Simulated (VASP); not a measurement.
A run of VASP 6.6.1:

INCAR

```
PREC = Accurate
ENCUT = 520
EDIFF = 1E-6
ISMEAR = 0
SIGMA = 0.02
LREAL = F
LASPH = T
NELM = 80
ALGO = Normal
ISIF = 2
LWAVE = F
LCHARG = F
GGA = PS
NBANDS = 11
```

Contents of KPOINTS:

```
regular mesh
0
Gamma
  12 12 12
```

Contents of POSCAR:

```
BN
1.0
    0.0000000000      1.8915039433      1.8915039433
    1.8915039433      0.0000000000      1.8915039433
    1.8915039433      1.8915039433      0.0000000000
B N
1 1
Direct
    0.0000000000      0.0000000000      0.0000000000
    0.7500000000      0.7500000000      0.7500000000
```

Potentials or basis: VASP PAW PBE potentials, release 64 (B, N).

The run is started by

```console
$ cat potpaw_PBE.64/B/POTCAR potpaw_PBE.64/N/POTCAR > POTCAR
$ mpirun -np 1 vasp_std > vasp.out
```

Hardware: 1 thread of Intel Xeon 8259CL (shared host).

Question: Estimate the wall time of this run.

Answer: It took 14 s on 1 thread of Intel Xeon 8259CL, on a shared host, peak memory 0.09 GiB. Counts: scf iterations 12, k points 72.
